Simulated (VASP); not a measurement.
A run of VASP 6.6.1 is set up as follows.

The input POSCAR:

```
Eu
1.0
    0.0000000000      2.8171960300      2.7343427115
    2.8171960300      0.0000000000      2.7343427115
    2.8171960300      2.8171960300      0.0000000000
Eu
1
Direct
    0.0000000000      0.0000000000      0.0000000000
```

The input INCAR.step1:

```
PREC = Accurate
ENCUT = 800
ISMEAR = -1
SIGMA = 0.1
LREAL = False
LASPH = True
NELM = 200
ISPIN = 2
MAGMOM = 9.1
LMAXMIX = 6
NBANDS = 18
GGA = PE
ALGO = Normal
EDIFF = 1E-5
LWAVE = True
LCHARG = False
GGA_COMPAT = False
```

The input INCAR.step2:

```
PREC = Accurate
ENCUT = 800
EDIFF = 1E-6
ISMEAR = -1
SIGMA = 0.1
LREAL = False
LASPH = True
NELM = 200
ALGO = Normal
ISIF = 2
LWAVE = False
LCHARG = True
ISPIN = 2
MAGMOM = 9.1
LORBIT = 11
LMAXMIX = 6
METAGGA = R2SCAN
LMIXTAU = True
LELF = True
LVHAR = True
NBANDS = 18
ISTART = 1
GGA_COMPAT = False
```

KPOINTS

```
Automatic mesh
0
Gamma
  11 11 11
```

Potentials or basis: VASP PAW PBE potentials, release 64 (Eu).

Run with:

```sh
$ cat potpaw_PBE.64/Eu/POTCAR > POTCAR
$ cp INCAR.step1 INCAR
$ mpirun -np 1 vasp_std > vasp.out
$ cp INCAR.step2 INCAR
$ mpirun -np 1 vasp_std > vasp.out
```

Q: Predict the pressure.

A: -0.5 GPa.

Q: What does it give for the net moment?

A: 7.86 μB per cell.

Q: What does it give for the site moments?

A: Eu +6.73 μB.

Stress tensor (GPa, compression positive):
```
-0.61  0.00  0.00
 0.00 -0.61  0.00
 0.00  0.00 -0.41
```

Caveat: the PAW data sets were made with another functional, which shifts forces and pressure a little. The state reached can hang on the start; a lower one may exist.
